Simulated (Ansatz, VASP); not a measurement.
## Two plane-wave programs on LaIn15O24

```xyz
40
Lattice="-5.4870 -3.1679 4.8367 5.4870 -3.1679 4.8367 0.0000 6.3358 4.8367" Properties=species:S:1:pos:R:3 pbc="T T T"
La    0.0000    0.0000    5.1846
In    0.0000   -3.1679   10.0212
In   -2.7435    1.5840   10.0212
In    2.7435    1.5840   10.0212
In    0.0000    0.0000    2.0704
In    0.0000   -3.1679    6.9071
In   -2.7435    1.5840    6.9071
In    2.7435    1.5840    6.9071
In    0.0000    0.0000    9.3254
In    0.0000    3.1679    4.4888
In    2.7435   -1.5840    4.4888
In   -2.7435   -1.5840    4.4888
In    0.0000    0.0000   12.4396
In    0.0000    3.1679    7.6029
In    2.7435   -1.5840    7.6029
In   -2.7435   -1.5840    7.6029
O    -1.1084    1.5840    8.4642
O     4.3786    1.5840    8.4642
O     1.6351    0.0000    3.6275
O     1.6351   -3.1679    8.4642
O    -0.8176   -1.7519    8.4642
O    -0.8176    1.4161    3.6275
O     1.9259    3.0000    8.4642
O    -3.5611    3.0000    8.4642
O     1.9259    0.1679    8.4642
O    -3.5611    0.1679    8.4642
O    -0.8176   -4.5840    8.4642
O    -0.8176   -1.4161    3.6275
O     1.1084   -1.5840    6.0458
O    -4.3786   -1.5840    6.0458
O    -1.6351    0.0000   10.8825
O    -1.6351    3.1679    6.0458
O     0.8176    1.7519    6.0458
O     0.8176   -1.4161   10.8825
O    -1.9259   -3.0000    6.0458
O     3.5611   -3.0000    6.0458
O    -1.9259   -0.1679    6.0458
O     3.5611   -0.1679    6.0458
O     0.8176    4.5840    6.0458
O     0.8176    1.4161   10.8825
```

Alike in both runs: task electric field gradients; functional PBE; k mesh 3 × 3 × 3; occupations fermi-dirac, width 0.01 eV; no spin polarisation.

|  | VASP | Ansatz |
| --- | --- | --- |
| version | VASP 6.6.1 | Ansatz 0.2.0 |
| potentials or method | VASP PAW PBE potentials, release 64 (La, In_d, O) | plane-wave PAW, scalar-relativistic |
| plane-wave cutoff (eV) | 520 | 420 |
| valence electrons in the cell | 350 | 350 |

|  | VASP | Ansatz | Ansatz less VASP |
| --- | --- | --- | --- |
| gap on the k mesh at the Fermi level (eV) | 1.11 | 1.11 | -0.008 |
| pressure (GPa) | 14.1 | 13.7 | -0.42 |
| traceless stress, the component that is largest in VASP (GPa) | -1.33 | -1.25 | +0.080 |
| rms of the force components (eV/Å) | 0.723 | 0.734 | +0.0107 |
| size of Vzz on the site where it differs most (V/Å²) | 41.8 | 47.6 | +5.81 |

Atom by atom the forces differ by 0.013 eV/Å (rms over components).

Neither program's run includes spin-orbit coupling.
